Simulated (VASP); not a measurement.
Write the native input for VASP 6.6.1 that does the following.

```yaml
Task: relaxation of cell and atoms
Functional: PBE
Potentials_or_basis: VASP PAW PBE potentials, release 64 (Si, Ge_d)
Cutoff: 600 eV
k_mesh: 8 × 8 × 8
Occupations: gaussian, width 0.1 eV
Spin: no spin polarisation
Dipole_correction: no
Further_INCAR_settings: ALGO = Normal; EDIFF = 1e-07; IBRION = 2; EDIFFG = -0.04; NSW = 90; ISIF = 3
```

The structure of SiGe2 lies in POSCAR:

```
SiGe2
1.0
   -1.4687026200      1.4687026200      6.2311775000
    1.4687026200     -1.4687026200      6.2311775000
    1.4687026200      1.4687026200     -6.2311775000
Si Ge
1 2
Direct
    0.5000000000      0.5000000000      0.0000000000
    0.8333333300      0.8333333300      0.0000000000
    0.1666666700      0.1666666700      0.0000000000
```

One way to write it, as run:

INCAR

```
SYSTEM = SiGe2
ALGO     = Normal         ! electronic algorithm
EDIFF    = 1E-7           ! SCF threshold, eV
EDIFFG   = -0.04          ! ionic threshold
ENCUT    = 600            ! plane-wave cutoff, eV
GGA      = PE             ! functional
IBRION   = 2              ! ionic algorithm
ISIF     = 3              ! what is computed and relaxed
ISMEAR   = 0              ! smearing method
LASPH    = .TRUE.         ! aspherical terms in the spheres
LCHARG   = .FALSE.        ! write CHGCAR
LREAL    = .FALSE.        ! projectors in reciprocal space
LWAVE    = .FALSE.        ! write WAVECAR
NELM     = 80             ! most SCF steps
NSW      = 90             ! ionic steps
PREC     = Accurate       ! precision mode
SIGMA    = 0.1            ! smearing width, eV
```

KPOINTS

```
k-points
0
G
  8 8 8
  0 0 0
```

Potentials or basis: VASP PAW PBE potentials, release 64 (Si, Ge_d).

The run is started by

```bash
$ cat potpaw_PBE.64/Si/POTCAR potpaw_PBE.64/Ge_d/POTCAR > POTCAR
$ mpirun -np 1 vasp_std > vasp.out
```

Results of the run:

```json
{"Relaxed volume": "18.22 Å³/atom", "Relaxed cell": "a = 6.754 Å, b = 6.754 Å, c = 6.754 Å, α = 155.07°, β = 155.07°, γ = 35.55°", "Space group after relaxing (to 0.1 Å)": "I4/mmm (No. 139)", "Energy gained by relaxing": "19.3 meV/atom", "Ionic steps": "5", "Pressure after relaxing": "0.0 GPa", "Largest force after relaxing": "0.030 eV/Å", "Band gap on the k mesh": "zero (bands 16 and 17 overlap by 5.77 eV)"}
```

Run time: 16 min on 1 thread of Intel(R) Xeon(R) Platinum 8259CL CPU @ 2.50GHz (Skylake/Cascade Lake) (shared host), peak memory 0.45 GiB.
